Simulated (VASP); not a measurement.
# Br (Fm-3m) in VASP: further runs

Runs on Br. Level: LDA. Tasks: single point.

Everything below comes from runs of VASP 6.6.1. Logs are shortened: lines on timing, memory, paths and dates and some standing lists are left out, and cuts for length are marked.

### Step 1. The cell of the first run

It takes space group Fm-3m (No. 225, cubic). The conventional cell has a = 4.323 Å, b = 4.323 Å, c = 4.323 Å, α = 90.00°, β = 90.00°, γ = 90.00°. Within 4.0 Å of Br (site symmetry m-3m) lie 12 Br at 3.06 Å.

### Step 2. Single point, LDA (volume scaled by 0.88)

INCAR reads:

```
SYSTEM = Br
PREC = Accurate
ENCUT = 520
EDIFF = 1E-6
ISMEAR = -1
SIGMA = 0.1
LREAL = .FALSE.
LASPH = .TRUE.
NELM = 100
ALGO = Normal
ISIF = 2
LWAVE = .FALSE.
LCHARG = .FALSE.
NBANDS = 10
```

KPOINTS reads:

```
regular mesh
0
G
  14 14 14
  0 0 0
```

POSCAR reads:

```
Br
1.0
    0.0000000000      2.1614022331      2.1614022331
    2.1614022331      0.0000000000      2.1614022331
    2.1614022331      2.1614022331      0.0000000000
Br
1
Direct
    0.0000000000      0.0000000000      0.0000000000
```

Potentials or basis: VASP PAW LDA potentials, release 64 (Br).

On the command line:

```bash
$ cat potpaw_LDA.64/Br/POTCAR > POTCAR
$ mpirun -np 1 vasp_std > vasp.out
```

OUTCAR:

```text
SYSTEM = Br
   PREC = Accurate
   ENCUT = 520
   EDIFF = 1E-6
   ISMEAR = -1
   LREAL = .FALSE.
   LASPH = .TRUE.
   NELM = 100
   ISIF = 2

 ion  position               nearest neighbor table
   1  0.000  0.000  0.000-

  LATTYP: Found a face centered cubic cell.
 ALAT       =     4.3228044662

  Lattice vectors:

 A1 = (   0.0000000000,   2.1614022331,   2.1614022331)
 A2 = (   2.1614022331,   0.0000000000,   2.1614022331)
 A3 = (   2.1614022331,   2.1614022331,   0.0000000000)

Analysis of symmetry for initial positions (statically):
=====================================================================
 Subroutine PRICEL returns:
 Original cell was already a primitive cell.

 Routine SETGRP: Setting up the symmetry group for a
 face centered cubic supercell.

 Subroutine GETGRP returns: Found 48 space group operations
 (whereof 48 operations were pure point group operations)
 out of a pool of 48 trial point group operations.

The static configuration has the point symmetry O_h .

Analysis of symmetry for dynamics (positions and initial velocities):
=====================================================================
 Subroutine PRICEL returns:
 Original cell was already a primitive cell.

 Routine SETGRP: Setting up the symmetry group for a
 face centered cubic supercell.

 Subroutine GETGRP returns: Found 48 space group operations
 (whereof 48 operations were pure point group operations)
 out of a pool of 48 trial point group operations.

The dynamic configuration has the point symmetry O_h .

 Subroutine INISYM returns: Found 48 space group operations
 (whereof 48 operations are pure point group operations),
 and found     1 'primitive' translations

----------------------------------------------------------------------------------------

                                     Primitive cell

  volume of cell :      20.1947

  direct lattice vectors                    reciprocal lattice vectors
     0.000000000  2.161402233  2.161402233    -0.231331305  0.231331305  0.231331305
     2.161402233  0.000000000  2.161402233     0.231331305 -0.231331305  0.231331305
     2.161402233  2.161402233  0.000000000     0.231331305  0.231331305 -0.231331305

  length of vectors
     3.056684352  3.056684352  3.056684352     0.400677574  0.400677574  0.400677574

  position of ions in fractional coordinates (direct lattice)
     0.000000000  0.000000000  0.000000000
[... 73 lines left out ...]
   LASPH  =      T    aspherical Exc in radial PAW
   ENCUT  =  520.0 eV  38.22 Ry    6.18 a.u.   5.68  5.68  5.68*2*pi/ulx,y,z
   NELM   =    100;   NELMIN=  2; NELMDL= -5     # of ELM steps
   EDIFF  = 0.1E-05   stopping-criterion for ELM
   LREAL  =      F    real-space projection
   EDIFFG = 0.1E-04   stopping-criterion for IOM
   NSW    =      0    number of steps for IOM
   IBRION =     -1    ionic relax: 0-MD 1-quasi-New 2-CG
   NFREE  =      0    steps in history (QN), initial steepest desc. (CG)
   ISIF   =      2    stress and relaxation
   ISYM   =      2    0-nonsym 1-usesym 2-fastsym
   POTIM  = 0.5000    time-step for ionic-motion
   TEBEG  =    0.0;   TEEND  =   0.0 temperature during run
   PSTRESS=    0.0 pullay stress
   NELECT =       7.0000    total number of electrons
   NUPDOWN=      -1.0000    fix difference up-down
   EMIN   =  10.00;   EMAX   =-10.00  energy-range for DOS
   EFERMI =   0.00;   METHOD = LEGACY
   ISMEAR =    -1;   SIGMA  =   0.10  broadening in eV -4-tet -1-fermi 0-gaus
   EFERMI_NEDOS =   21; number of points for ismear=-14 and -15
   IALGO  =     38    algorithm
   IMIX   =      4    mixing-type and parameters
     AMIX     =   0.40;   BMIX     =  1.00
     AMIX_MAG =   1.60;   BMIX_MAG =  1.00
  volume/ion in A,a.u.               =      20.19       136.28
  Fermi-wavevector in a.u.,A,eV,Ry     =   1.149993  2.173172 17.993490  1.322484
  Thomas-Fermi vector in A             =   2.286660
   LORBIT       =      0    0 simple, 1 ext, 2 COOP (PROOUT), +10 PAW based schemes
   GGA     = CA    functional components
   LHFCALC =     F    Hartree Fock is set to
   AEXX    =    0.0000 exact exchange contribution
   IVDW    =     0    specifies the selected vdW correction
   LEPSILON=     F    determine dielectric tensor
   LRPA    =     F    only Hartree local field effects (RPA)
 non-spin polarized calculation
  energy-cutoff  :      520.00
  volume of cell :       20.19
 maximum number of plane-waves:       556
   NGX = 11   NGY = 11   NGZ = 11

 number of electron       7.0000001 magnetization

 Free energy of the ion-electron system (eV)
  ---------------------------------------------------
  ext. energy  EPLUGINS =         0.00000000
  ---------------------------------------------------
  free energy    TOTEN  =        -1.58386335 eV

  energy without entropy =       -1.54829194  energy(sigma->0) =       -1.56607764

 E-fermi :   4.8213     XC(G=0): -10.8772

 val. band max:        4.8174064750   @ k =   0.5000   0.0714   0.0000
 cond. band min:       4.8639334021   @ k =  -0.2857   0.0714   0.0000
 fundamental gap:      0.0465269271
 Fermi energy:         4.8213348694

 k-point     1 :       0.0000    0.0000    0.0000
  band No.  band energies     occupation
      1     -12.4989      2.00000
      2       6.2675      0.00000
      3       6.2675      0.00000
      4       6.2675      0.00000
      5      14.5386      0.00000
      6      17.3423      0.00000
      7      17.3423      0.00000
      8      17.3423      0.00000
      9      21.5579      0.00000
     10      22.6767      0.00000
[... 287 lines left out ...]
 k-point    24 :       0.2857    0.1429    0.0000
  band No.  band energies     occupation
      1     -11.2882      2.00000
      2       1.9559      2.00000
      3       4.9064      0.59871
      4       4.9600      0.39998
      5      14.3555      0.00000
      6      15.9816      0.00000
      7      17.9952      0.00000
      8      19.4103      0.00000
      9      22.3477      0.00000
     10      23.8799      0.00000

 [... further k-points ...]
[... 5 lines left out ...]
  --------------------------------------------------------------------------------------
  -------------------------------------------------------------------------------------
  Total        1.0635928      1.0635928      1.0635928     -0.0000000      0.0000000     -0.0000000
  in kB       84.3818811     84.3818811     84.3818811     -0.0000000      0.0000000     -0.0000000
  external PRESSURE =      84.3818811 kB  Pullay stress =       0.0000000 kB

 VOLUME and BASIS-vectors are now :
 -----------------------------------------------------------------------------
  energy-cutoff  :      520.00
  volume of cell :       20.19
      direct lattice vectors                 reciprocal lattice vectors
     0.000000000  2.161402233  2.161402233    -0.231331305  0.231331305  0.231331305
     2.161402233  0.000000000  2.161402233     0.231331305 -0.231331305  0.231331305
     2.161402233  2.161402233  0.000000000     0.231331305  0.231331305 -0.231331305

 POSITION                                       TOTAL-FORCE (eV/Angst)
 -----------------------------------------------------------------------------------
      0.00000      0.00000      0.00000         0.000000     -0.000000      0.000000
 -----------------------------------------------------------------------------------
    total drift:                               -0.000000      0.000000      0.000000

  FREE ENERGIE OF THE ION-ELECTRON SYSTEM (eV)
  ---------------------------------------------------
  free  energy   TOTEN  =        -1.5838633520 eV

  energy  without entropy=       -1.5482919370  energy(sigma->0) =       -1.56607764
```

stdout:

```text
POSCAR found type information on POSCAR Br
 POSCAR found :  1 types and       1 ions
 scaLAPACK will be used
 LDA part: xc-table for (Slater(with rela. corr.)+CA(PZ))
 , standard interpolation
 POSCAR, INCAR and KPOINTS ok, starting setup
 FFT: planning ... GRIDC
 FFT: planning ... GRID_SOFT
 FFT: planning ... GRID
 WAVECAR not read
 entering main loop
```

Wall time 7.2 s (1 thread of Intel Xeon 6975P-C, shared host); peak memory 0.14 GiB.

Results:

```yaml
Free_energy: -1.5839 eV
Pressure: 8.4 GPa
```

Caveat: the cell differs from its parent crystal (volume scaled by 0.88); an odd number of electrons without spin polarisation forces a metal; a magnetic or distorted state may lie lower.

### Step 3. Single point, LDA

This run uses another cell than the first one, of 22.95 Å³/atom, 1.136 times its volume.

INCAR reads:

```
PREC     = Accurate       # precision mode
ENCUT    = 520            # plane-wave cutoff, eV
EDIFF    = 1E-6           # SCF threshold, eV
ISMEAR   = -1             # smearing method
SIGMA    = 0.1            # smearing width, eV
LREAL    = F              # projectors in reciprocal space
LASPH    = T              # aspherical terms in the spheres
NELM     = 80             # most SCF steps
ALGO     = Normal         # electronic algorithm
ISIF     = 2              # what is computed and relaxed
LWAVE    = F              # write WAVECAR
LCHARG   = F              # write CHGCAR
GGA      = CA             # functional
NBANDS   = 10             # bands
```

KPOINTS reads:

```
regular mesh
0
Gamma
  14 14 14
```

POSCAR reads:

```
Br
1.0
    0.0000000000      2.2554924193      2.2554924193
    2.2554924193      0.0000000000      2.2554924193
    2.2554924193      2.2554924193      0.0000000000
Br
1
Direct
    0.0000000000      0.0000000000      0.0000000000
```

Potentials or basis: VASP PAW LDA potentials, release 64 (Br).

On the command line:

```bash
$ cat potpaw_LDA.64/Br/POTCAR > POTCAR
$ mpirun -np 1 vasp_std > vasp.out
```

OUTCAR:

```text
PREC = Accurate
   ENCUT = 520
   EDIFF = 1E-6
   ISMEAR = -1
   LREAL = F
   LASPH = T
   NELM = 80
   ISIF = 2
   GGA = CA

 ion  position               nearest neighbor table
   1  0.000  0.000  0.000-

  LATTYP: Found a face centered cubic cell.
 ALAT       =     4.5109848386

  Lattice vectors:

 A1 = (   0.0000000000,   2.2554924193,   2.2554924193)
 A2 = (   2.2554924193,   0.0000000000,   2.2554924193)
 A3 = (   2.2554924193,   2.2554924193,   0.0000000000)

Analysis of symmetry for initial positions (statically):
=====================================================================
 Subroutine PRICEL returns:
 Original cell was already a primitive cell.

 Routine SETGRP: Setting up the symmetry group for a
 face centered cubic supercell.

 Subroutine GETGRP returns: Found 48 space group operations
 (whereof 48 operations were pure point group operations)
 out of a pool of 48 trial point group operations.

The static configuration has the point symmetry O_h .

Analysis of symmetry for dynamics (positions and initial velocities):
=====================================================================
 Subroutine PRICEL returns:
[... 162 lines left out ...]
  band No.  band energies     occupation
      1     -13.0985      2.00000
      2       4.2785      0.00002
      3       4.2785      0.00002
      4       4.2785      0.00002
      5      11.7481      0.00000
      6      15.6398      0.00000
      7      15.6398      0.00000
      8      15.6398      0.00000
      9      19.7561      0.00000
     10      20.4260      0.00000
[... 287 lines left out ...]
 k-point    24 :       0.2857    0.1429    0.0000
  band No.  band energies     occupation
      1     -12.1341      2.00000
      2       0.6365      2.00000
      3       3.2108      0.63222
      4       3.2460      0.49048
      5      12.7221      0.00000
      6      14.1490      0.00000
      7      15.7370      0.00000
      8      17.3785      0.00000
      9      19.6486      0.00000
     10      21.5280      0.00000

 [... further k-points ...]

------------------------ aborting loop because EDIFF is reached ----------------------------------------

  FORCE on cell =-STRESS in cart. coord.  units (eV):
  Direction    XX          YY          ZZ          XY          YZ          ZX
  --------------------------------------------------------------------------------------
  -------------------------------------------------------------------------------------
  Total        0.0085390      0.0085390      0.0085390      0.0000000      0.0000000     -0.0000000
  in kB        0.5961632      0.5961632      0.5961632      0.0000000      0.0000000     -0.0000000
  external PRESSURE =       0.5961632 kB  Pullay stress =       0.0000000 kB

 VOLUME and BASIS-vectors are now :
 -----------------------------------------------------------------------------
  energy-cutoff  :      520.00
  volume of cell :       22.95
      direct lattice vectors                 reciprocal lattice vectors
     0.000000000  2.255492419  2.255492419    -0.221681082  0.221681082  0.221681082
     2.255492419  0.000000000  2.255492419     0.221681082 -0.221681082  0.221681082
     2.255492419  2.255492419  0.000000000     0.221681082  0.221681082 -0.221681082

 POSITION                                       TOTAL-FORCE (eV/Angst)
 -----------------------------------------------------------------------------------
      0.00000      0.00000      0.00000        -0.000000      0.000000      0.000000
 -----------------------------------------------------------------------------------
    total drift:                                0.000000      0.000000     -0.000000

  FREE ENERGIE OF THE ION-ELECTRON SYSTEM (eV)
  ---------------------------------------------------
  free  energy   TOTEN  =        -1.6485666890 eV

  energy  without entropy=       -1.6041808119  energy(sigma->0) =       -1.62637375
```

Run time: 8.4 s. Hardware: 1 thread of Intel Xeon 6975P-C, shared host; peak memory 0.14 GiB.

What came out:

- Free energy: -1.6486 eV
- Pressure: 0.1 GPa

Caveat: an odd number of electrons without spin polarisation forces a metal; a magnetic or distorted state may lie lower.
